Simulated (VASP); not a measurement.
A run of VASP 6.6.1 is set up as follows.

Contents of INCAR:

```
SYSTEM = Si
PREC = Accurate
ENCUT = 520
EDIFF = 1E-6
ISMEAR = -1
SIGMA = 0.05
LREAL = .False.
LASPH = .True.
NELM = 80
ALGO = Normal
ISIF = 2
LWAVE = .False.
LCHARG = .False.
GGA = PE
NBANDS = 8
```

Contents of KPOINTS:

```
Automatic mesh
0
Gamma
  12 12 11
  0 0 0
```

POSCAR

```
Si
1.0
    2.6719390558      0.0000000000      0.0000000000
   -1.3359695279      2.3139670997      0.0000000000
    0.0000000000      0.0000000000      2.5147265607
Si
1
Direct
    0.0000000000      0.0000000000      0.0000000000
```

Potentials or basis: VASP PAW PBE potentials, release 64 (Si).

Run with:

```sh
$ cat potpaw_PBE.64/Si/POTCAR > POTCAR
$ mpirun -np 1 vasp_std > vasp.out
```

(1) Estimate the band gap on the k mesh.

(2) Predict the pressure.

Results:

(1) zero (band 2 reaches 16.42 eV, above the bottom of band 3 at 4.65 eV).

(2) -3.2 GPa.
